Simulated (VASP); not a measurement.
A run of VASP 6.6.1 is set up as follows.

The input INCAR:

```
PREC = Accurate
ENCUT = 520
EDIFF = 1E-6
ISMEAR = 0
SIGMA = 0.1
LREAL = F
LASPH = T
NELM = 80
ALGO = Normal
ISIF = 2
LWAVE = F
LCHARG = F
GGA = PE
NBANDS = 54
```

The input KPOINTS:

```
Automatic mesh
0
Gamma
  6 6 6
```

File POSCAR:

```
GaH
1.0
   -3.3269710143      3.3269710143      3.3269710143
    3.3269710143     -3.3269710143      3.3269710143
    3.3269710143      3.3269710143     -3.3269710143
Ga H
6 6
Direct
    0.2500000000      0.6250000000      0.3750000000
    0.3750000000      0.2500000000      0.6250000000
    0.7500000000      0.8750000000      0.1250000000
    0.1250000000      0.7500000000      0.8750000000
    0.6250000000      0.3750000000      0.2500000000
    0.8750000000      0.1250000000      0.7500000000
    0.6250000000      0.7500000000      0.3750000000
    0.2500000000      0.1250000000      0.8750000000
    0.8750000000      0.2500000000      0.1250000000
    0.7500000000      0.3750000000      0.6250000000
    0.3750000000      0.6250000000      0.7500000000
    0.1250000000      0.8750000000      0.2500000000
```

Potentials or basis: VASP PAW PBE potentials, release 64 (Ga_d, H).

Launch:

```sh
$ cat potpaw_PBE.64/Ga_d/POTCAR potpaw_PBE.64/H/POTCAR > POTCAR
$ mpirun -np 1 vasp_std > vasp.out
```

Question: Predict the pressure.

Answer: 0.1 GPa.

Question: Predict the band gap on the k mesh.

Answer: Zero (bands 42 and 43 overlap by 2.44 eV).
